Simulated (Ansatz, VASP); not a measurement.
**Two plane-wave programs on Ga**

The input INCAR:

```
PREC     = Accurate       # precision mode
ENCUT    = 520            # plane-wave cutoff, eV
EDIFF    = 1E-6           # SCF threshold, eV
ISMEAR   = -1             # smearing method
SIGMA    = 0.1            # smearing width, eV
LREAL    = F              # projectors in reciprocal space
LASPH    = T              # aspherical terms in the spheres
NELM     = 100            # most SCF steps
ALGO     = Normal         # electronic algorithm
ISIF     = 2              # what is computed and relaxed
LWAVE    = F              # write WAVECAR
LCHARG   = F              # write CHGCAR
GGA      = PS             # functional
NBANDS   = 20             # bands
```

File KPOINTS:

```
Automatic mesh
0
Gamma
  11 11 11
```

POSCAR

```
Ga
1.0
    0.0000000000      2.9895657455      2.9895657455
    2.9895657455      0.0000000000      2.9895657455
    2.9895657455      2.9895657455      0.0000000000
Ga
2
Direct
    0.1250000000      0.1250000000      0.1250000000
    0.8750000000      0.8750000000      0.8750000000
```

Input for Ansatz:

```yaml
crystal:
  lattice:
    - [0.0, 2.9895657455, 2.9895657455]
    - [2.9895657455, 0.0, 2.9895657455]
    - [2.9895657455, 2.9895657455, 0.0]
  atoms:
    - { symbol: Ga, position: [0.125, 0.125, 0.125] }
    - { symbol: Ga, position: [0.875, 0.875, 0.875] }
hamiltonian:
  xc: pbesol
  pseudopotentials:
    kind: paw
    azcp:
      Ga: "pseudopotentials/Ga.paw.azcp"
basis:
  ecutwfc: 420
  fft_grid_basis: typed
kpoints:
  mp_grid: { grid: [11, 11, 11], shift: [0, 0, 0] }
magnetization:
  spin_polarized: false
scf:
  occupations: { method: fermi_dirac, width: 0.1 }
  lower_state_search: "off"
output:
  stress: true
```

Alike in both runs: task single point; functional PBEsol; k mesh 11 × 11 × 11; occupations fermi-dirac, width 0.1 eV; no spin polarisation.

|  | VASP | Ansatz |
| --- | --- | --- |
| version | VASP 6.6.1 | Ansatz 0.2.0 |
| potentials or method | VASP PAW PBE potentials, release 64 (Ga_d), cutoff 520 eV | plane waves (420 eV) with PAW, scalar-relativistic |
| valence electrons in the cell | 26 | 26 |

```tsv
	VASP	Ansatz	Ansatz less VASP
pressure (GPa)	-3.6	-3.7	-0.04
```

VASP's potentials were made for PBE, not for PBEsol, and Ansatz warns of the same on its side. The functional is the same, so the differences come from potentials, cutoffs and numerics.
